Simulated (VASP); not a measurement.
Mo:

```xyz
2
Lattice="2.8039 0.0000 0.0000 -1.4020 2.4283 0.0000 0.0000 0.0000 4.5788" Properties=species:S:1:pos:R:3 pbc="T T T"
Mo    0.0000    1.6188    1.1447
Mo    1.4020    0.8094    3.4341
```

This isn't the form of Mo at room conditions, which is bcc.

| Quantity | Value |
| --- | --- |
| Program | VASP 6.6.1 |
| Task | relaxation of cell and atoms |
| Functional | revPBE |
| Potentials or basis | VASP PAW PBE potentials, release 64 (Mo_sv) |
| Cutoff | 600 eV |
| k mesh | 13 × 13 × 7 |
| Occupations | fermi-dirac, width 0.1 eV |
| Spin | no spin polarisation |

At the start: pressure 9.7 GPa; volume 15.59 Å³/atom.

How do energy, volume and symmetry change on relaxing?

Over 10 steps the energy falls by 44.3 meV/atom and the volume is 16.31 Å³/atom (+4.6 %); space group P6_3/mmc (No. 194, to 0.1 Å) before and after.

The path:
| step | energy change (eV) | largest force (eV/Å) | pressure (GPa) | volume (Å³) |
| --- | --- | --- | --- | --- |
| 1 | 0.0000 | 0.0000 | 9.73 | 31.18 |
| 2 | 0.1387 | 0.0000 | -17.65 | 35.64 |
| 3 | -0.0409 | 0.0000 | -0.85 | 32.55 |
| 4 | -0.0410 | 0.0000 | -0.58 | 32.52 |
| 5 | -0.0616 | 0.0000 | -0.77 | 32.58 |
| 6 | -0.0882 | 0.0000 | -0.56 | 32.68 |
| 7 | -0.0883 | 0.0000 | -0.42 | 32.69 |
| 8 | -0.0885 | 0.0000 | -0.49 | 32.68 |
| 9 | -0.0875 | 0.0000 | 1.57 | 32.40 |
| 10 | -0.0886 | 0.0000 | 0.00 | 32.61 |

Final structure:
```
Mo
1.0
     2.76937    0.00000    0.00000
    -1.38468    2.39834    0.00000
     0.00000    0.00000    4.91046
Mo
2
Direct
  0.33333 0.66667 0.25000
  0.66667 0.33333 0.75000
```

Caveat: the PAW data sets were made with another functional, which shifts forces and pressure a little.
